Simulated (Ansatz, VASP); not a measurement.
## MgTl2GaC6N6: VASP beside Ansatz

```
Mg Tl Ga C N
1.0
     0.00000    5.13500    5.13500
     5.13500    0.00000    5.13500
     5.13500    5.13500    0.00000
Mg Tl Ga C N
1 2 1 6 6
Direct
  0.00000 0.00000 0.00000
  0.25000 0.25000 0.25000
  0.75000 0.75000 0.75000
  0.50000 0.50000 0.50000
  0.80721 0.19279 0.19279
  0.19279 0.80721 0.19279
  0.19279 0.19279 0.80721
  0.19279 0.80721 0.80721
  0.80721 0.19279 0.80721
  0.80721 0.80721 0.19279
  0.69328 0.30672 0.30672
  0.30672 0.69328 0.30672
  0.30672 0.30672 0.69328
  0.30672 0.69328 0.69328
  0.69328 0.30672 0.69328
  0.69328 0.69328 0.30672
```

Alike in both runs: task single point; functional PBE; k mesh 4 × 4 × 4; occupations gaussian, width 0.1 eV; no spin polarisation.

|  | VASP | Ansatz |
| --- | --- | --- |
| version | VASP 6.6.1 | Ansatz 0.2.0 |
| potentials or method | VASP PAW PBE potentials, release 64 (Mg, Tl_d, Ga_d, C, N), cutoff 520 eV | scalar-relativistic, plane waves, PAW |
| valence electrons in the cell | 95 | 103 |

|  | VASP | Ansatz | Ansatz less VASP |
| --- | --- | --- | --- |
| gap on the k mesh at the Fermi level (eV) | none | none | - |
| pressure (GPa) | 10.5 | 10.0 | -0.45 |
| rms of the force components (eV/Å) | 0.624 | 0.722 | +0.0981 |

Atom by atom the forces differ by 0.186 eV/Å (rms over components). A gap of «none» marks a metal or a gap that the smearing closes. VASP's potentials hold 95 valence electrons a cell and Ansatz's 103, so a difference there can come from the potentials and not from the codes.

Neither program's run includes spin-orbit coupling. Noted on VASP's run: the standard files for N, O and F lose accuracy on very short bonds.
